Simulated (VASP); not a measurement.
Input of a VASP 6.6.1 run:

File POSCAR:

```
Tl
1.0
    3.3562554107      0.0000000000      0.0000000000
   -1.6781277054      2.9066024472      0.0000000000
    0.0000000000      0.0000000000      3.1992232414
Tl
1
Direct
    0.0000000000      0.0000000000      0.0000000000
```

INCAR.step1

```
PREC     = Accurate       # precision mode
ENCUT    = 520            # plane-wave cutoff, eV
ISMEAR   = 0              # smearing method
SIGMA    = 0.1            # smearing width, eV
LREAL    = False          # projectors in reciprocal space
LASPH    = True           # aspherical terms in the spheres
NELM     = 100            # most SCF steps
NBANDS   = 12             # bands
GGA      = PE             # functional
ALGO     = Normal         # electronic algorithm
EDIFF    = 1E-4           # SCF threshold, eV
LWAVE    = True           # write WAVECAR
LCHARG   = False          # write CHGCAR
```

INCAR.step2

```
PREC     = Accurate       # precision mode
ENCUT    = 520            # plane-wave cutoff, eV
EDIFF    = 1E-6           # SCF threshold, eV
ISMEAR   = 0              # smearing method
SIGMA    = 0.1            # smearing width, eV
LREAL    = False          # projectors in reciprocal space
LASPH    = True           # aspherical terms in the spheres
NELM     = 100            # most SCF steps
ALGO     = Normal         # electronic algorithm
ISIF     = 2              # what is computed and relaxed
LWAVE    = False          # write WAVECAR
LCHARG   = False          # write CHGCAR
METAGGA  = R2SCAN         # meta-GGA
LMIXTAU  = True         
NBANDS   = 12             # bands
ISTART   = 1
```

The input KPOINTS:

```
Automatic mesh
0
Gamma
  21 21 18
```

Potentials or basis: VASP PAW PBE potentials, release 64 (Tl_d).

Launch:

```sh
$ cat potpaw_PBE.64/Tl_d/POTCAR > POTCAR
$ cp INCAR.step1 INCAR
$ mpirun -np 1 vasp_std > vasp.out
$ cp INCAR.step2 INCAR
$ mpirun -np 1 vasp_std > vasp.out
```

What does it give for the band gap on the k mesh?

Zero (an odd number of electrons rules out a gap without spin polarisation).

Predict the pressure.

0.0 GPa.

Caveat: the PAW data sets were made with another functional, which shifts forces and pressure a little; spin-orbit coupling is left out, which moves the levels of the heavy elements.
